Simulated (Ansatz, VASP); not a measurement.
Two plane-wave programs on Pd

```
CELL_PARAMETERS angstrom
0.00000 2.91704 2.91704
2.91704 0.00000 2.91704
2.91704 2.91704 0.00000
ATOMIC_POSITIONS crystal
Pd 0.12500 0.12500 0.12500
Pd 0.87500 0.87500 0.87500
```

Alike in both runs: task single point; functional LDA; k mesh 11 × 11 × 11; occupations fermi-dirac, width 0.05 eV; collinear spin.

|  | VASP | Ansatz |
| --- | --- | --- |
| version | VASP 6.6.1 | Ansatz 0.2.0 |
| potentials or method | VASP PAW LDA potentials, release 64 (Pd), cutoff 520 eV | plane waves (420 eV) with PAW, scalar-relativistic |
| valence electrons in the cell | 20 | 36 |

Ansatz gave:

- pressure (GPa): -8.0
- net moment per atom (μB): 0.45
- size of the moment on the site where the two differ most (μB): 0.43

Question: What did VASP give for the same quantities?

Answer: Pressure (GPa): -8.1; net moment per atom (μB): 0.42; size of the moment on the site where the two differ most (μB): 0.41.

Ansatz warns that its potentials were made for another functional, while VASP's fit it. LDA's correlation is that of Perdew and Zunger in VASP and of Perdew and Wang (1992) in Ansatz. Site moments also hang on the region over which each program counts them. VASP's potentials hold 20 valence electrons a cell and Ansatz's 36, so a difference there can come from the potentials and not from the codes. Ansatz's warnings: stability check not made.
